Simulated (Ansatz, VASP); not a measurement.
One calculation of SrCl2, two programs

```
Sr Cl
1.0
     0.00000    3.49772    3.49772
     3.41028    0.00000    3.49772
     3.41028    3.49772    0.00000
Sr Cl
1 2
Direct
  0.00000 0.00000 0.00000
  0.25000 0.25000 0.25000
  0.75000 0.75000 0.75000
```

Change from the starting cell: uniaxial_x strain -2.5%.

Alike in both runs: task single point; functional r2SCAN; k mesh 6 × 6 × 6; no spin polarisation.

|  | VASP | Ansatz |
| --- | --- | --- |
| version | VASP 6.6.1 | Ansatz 0.2.0 |
| potentials or method | VASP PAW PBE potentials, release 64 (Sr_sv, Cl) | plane waves, PAW |
| plane-wave cutoff (eV) | 520 | 500 |
| occupations | gaussian, width 0.01 eV | fixed |
| valence electrons in the cell | 24 | 24 |

```csv
,VASP,Ansatz,Ansatz less VASP
gap on the k mesh at the Fermi level (eV),5.86,5.86,-0.001
pressure (GPa),1.0,1.0,-0.05
"traceless stress, the component that is largest in VASP (GPa)",0.96,0.97,+0.006
```

VASP's potentials were made for PBE, not for r2SCAN.
